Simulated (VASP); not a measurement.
**Li4H3F: single point with PBEsol**

Crystal: Li4H3F.

```
H F Li
1.0
     7.99790    0.00000    0.00000
     0.00000    7.99790    0.00000
     0.00000    0.00000    7.99790
H F Li
24 8 32
Direct
  0.25326 0.99925 0.99988
  0.25103 0.00056 0.50129
  0.25157 0.50009 0.99869
  0.74843 0.00068 0.50184
  0.74845 0.49959 0.99787
  0.74947 0.49970 0.50278
  0.99879 0.24988 0.50136
  0.00204 0.74792 0.99813
  0.00045 0.75018 0.50243
  0.49910 0.25039 0.99965
  0.50015 0.24947 0.50127
  0.49896 0.75012 0.99870
  0.50015 0.75233 0.50218
  0.99974 0.50015 0.74980
  0.49883 0.00054 0.25152
  0.49973 0.99973 0.75013
  0.50041 0.50017 0.75040
  0.25212 0.24804 0.25049
  0.25111 0.25006 0.75024
  0.25084 0.75150 0.24951
  0.25105 0.75001 0.75044
  0.74780 0.24994 0.25205
  0.74787 0.25076 0.74930
  0.74905 0.74846 0.74924
  0.25027 0.50021 0.49885
  0.75099 0.99956 0.00056
  0.99976 0.24892 0.00111
  0.99949 0.99970 0.24984
  0.99973 0.00038 0.75176
  0.00021 0.49961 0.25014
  0.50019 0.50119 0.25121
  0.75059 0.74949 0.24977
  0.00019 0.00045 0.00048
  0.00010 0.00087 0.50148
  0.00074 0.49811 0.00029
  0.00097 0.49919 0.50002
  0.50068 0.00055 0.00012
  0.49957 0.00015 0.50134
  0.49952 0.49950 0.00059
  0.49877 0.50016 0.49988
  0.25076 0.24951 0.99975
  0.25113 0.25084 0.50116
  0.25199 0.74975 0.99822
  0.25082 0.74963 0.50142
  0.74956 0.24883 0.99907
  0.74854 0.24971 0.50214
  0.74916 0.75038 0.00010
  0.74876 0.75009 0.50107
  0.25004 0.99959 0.25080
  0.24962 0.99951 0.75013
  0.25083 0.50055 0.25145
  0.25059 0.50030 0.74833
  0.75033 0.99882 0.25017
  0.75075 0.99954 0.75132
  0.74906 0.50076 0.25090
  0.74903 0.50074 0.74945
  0.99966 0.24950 0.24954
  0.99940 0.24888 0.75196
  0.99951 0.74975 0.25011
  0.00001 0.75088 0.75032
  0.49992 0.25111 0.25113
  0.49988 0.24996 0.75022
  0.50076 0.74936 0.25020
  0.50023 0.75021 0.75038
```

```
Program                : VASP 6.6.1
Task                   : single point
Functional             : PBEsol
Potentials or basis    : VASP PAW PBE potentials, release 64 (H, F, Li_sv)
Cutoff                 : 880 eV
k mesh                 : 1 × 1 × 1, shifted
Occupations            : fermi-dirac, width 0.05 eV
Spin                   : no spin polarisation
Dipole correction      : no
Further INCAR settings : LREAL = Auto; ALGO = Normal; EDIFF = 1e-06; NBANDS = 126; ISYM = -1
```

| Item | Value |
| --- | --- |
| Pressure | 0.1 GPa |
| Largest force | 0.038 eV/Å |
| Band gap on the k mesh | 4.79 eV |

Forces on the atoms (eV/Å):
```
H    0.004  0.001  0.005
H   -0.001 -0.005  0.006
H    0.005  0.005 -0.006
H    0.001  0.000  0.006
H   -0.005 -0.005  0.001
H    0.004  0.004  0.005
H   -0.001 -0.001  0.008
H   -0.003  0.000  0.005
H    0.002  0.001  0.008
H   -0.003 -0.004 -0.003
H   -0.003 -0.003  0.007
H   -0.006 -0.003  0.004
H    0.003  0.004  0.002
H    0.001 -0.001  0.006
H    0.002  0.000  0.003
H   -0.002 -0.001  0.004
H   -0.001  0.000  0.008
H    0.001  0.002  0.003
H   -0.003  0.003 -0.001
H    0.006 -0.005  0.009
H    0.000 -0.003 -0.003
H   -0.002 -0.001  0.003
H    0.005 -0.004 -0.004
H   -0.006 -0.001 -0.002
F    0.004 -0.004  0.009
F   -0.012  0.000 -0.002
F   -0.002  0.009  0.003
F    0.002 -0.006  0.017
F   -0.003  0.000 -0.002
F   -0.001 -0.010  0.005
F   -0.004 -0.003  0.004
F   -0.006 -0.007  0.012
Li  -0.011 -0.015 -0.010
Li  -0.006 -0.008 -0.022
Li  -0.011  0.027  0.002
Li  -0.014  0.010 -0.004
Li  -0.007 -0.006  0.000
Li   0.010 -0.002 -0.023
Li   0.006  0.005 -0.002
Li   0.020 -0.001  0.002
Li  -0.021  0.004  0.010
Li  -0.022 -0.010 -0.026
Li  -0.018 -0.008  0.022
Li  -0.005  0.009 -0.012
Li   0.019  0.015  0.022
Li   0.014  0.009 -0.015
Li   0.019  0.006  0.000
Li   0.021 -0.004 -0.013
Li  -0.009 -0.001 -0.007
Li   0.012  0.021 -0.006
Li  -0.021 -0.008 -0.009
Li  -0.011 -0.002  0.022
Li   0.003  0.019  0.003
Li  -0.017  0.001 -0.022
Li   0.035 -0.011 -0.010
Li   0.024 -0.015  0.011
Li   0.001  0.009  0.013
Li   0.004  0.012 -0.018
Li   0.017  0.013 -0.007
Li  -0.001 -0.019  0.006
Li   0.001 -0.023 -0.016
Li   0.004  0.001  0.004
Li  -0.010  0.016 -0.004
Li  -0.007 -0.006 -0.011
```

Stress tensor (GPa, compression positive):
```
 0.09 -0.02 -0.03
-0.02  0.17 -0.02
-0.03 -0.02  0.17
```

Levels at points of the mesh, in eV from the valence-band top:
```csv
k point,band 86,band 87,band 88,band 89,band 90,band 91
"(0.25, 0.25, 0.25)",-0.12,-0.07,0.00,4.79,4.84,5.02
```

Run time: 3.2 min on 1 thread of Intel(R) Xeon(R) 6975P-C (Granite Rapids), on a shared host, peak memory 0.96 GiB.

Caveat: the PAW data sets were made with another functional, which shifts forces and pressure a little; a shifted mesh leaves out Γ, where band edges can lie. A k mesh can miss the band edges.
